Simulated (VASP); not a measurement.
Wanted: the native input for a VASP 6.6.1 run.

```yaml
Task: single point
Functional: PBE
Potentials_or_basis: VASP PAW PBE potentials, release 64 (Bi_d, Te)
Cutoff: 520 eV
k_mesh: 6 × 6 × 6
Occupations: gaussian, width 0.1 eV
Spin: no spin polarisation
Dipole_correction: no
Further_INCAR_settings: ALGO = Normal; EDIFF = 1e-06; NBANDS = 32
```

The structure of Bi2Te3 lies in POSCAR:

```
Bi2Te3
1.0
    2.3086414384      1.1493621464      9.7369475067
   -2.1494152868      1.1856302726      9.6969445837
    0.1110221945     -2.6715413054      9.7600887601
Bi Te
2 3
Direct
    0.8289286942      0.7994239825      0.8086857029
    0.4053186939      0.3978121011      0.4082644180
    0.5964299767      0.6277468824      0.6142450494
    0.1903375333      0.2057833788      0.2060576523
   -0.0273130580      0.0165551745      0.0093913521
```

The input as run:

INCAR

```
PREC     = Accurate       # precision mode
ENCUT    = 520            # plane-wave cutoff, eV
EDIFF    = 1E-6           # SCF threshold, eV
ISMEAR   = 0              # smearing method
SIGMA    = 0.1            # smearing width, eV
LREAL    = F              # projectors in reciprocal space
LASPH    = T              # aspherical terms in the spheres
NELM     = 80             # most SCF steps
ALGO     = Normal         # electronic algorithm
ISIF     = 2              # what is computed and relaxed
LWAVE    = F              # write WAVECAR
LCHARG   = F              # write CHGCAR
GGA      = PE             # functional
NBANDS   = 32             # bands
```

KPOINTS

```
regular mesh
0
Gamma
  6 6 6
```

Potentials or basis: VASP PAW PBE potentials, release 64 (Bi_d, Te).

Run with:

```console
$ cat potpaw_PBE.64/Bi_d/POTCAR potpaw_PBE.64/Te/POTCAR > POTCAR
$ mpirun -np 1 vasp_std > vasp.out
```

Results of the run:

| Quantity | Value |
| --- | --- |
| Pressure | 2.5 GPa |
| Largest force | 1.375 eV/Å |
| Band gap on the k mesh | zero (bands 24 and 25 overlap by 0.21 eV) |

Caveat: spin-orbit coupling is left out, which moves the levels of the heavy elements; forces of over 1 eV/Å act on the atoms, so gaps and moduli don't describe the material at rest.

Run time: 88 min on 1 thread of Intel Xeon 8259CL, on a shared host, peak memory 1.2 GiB.
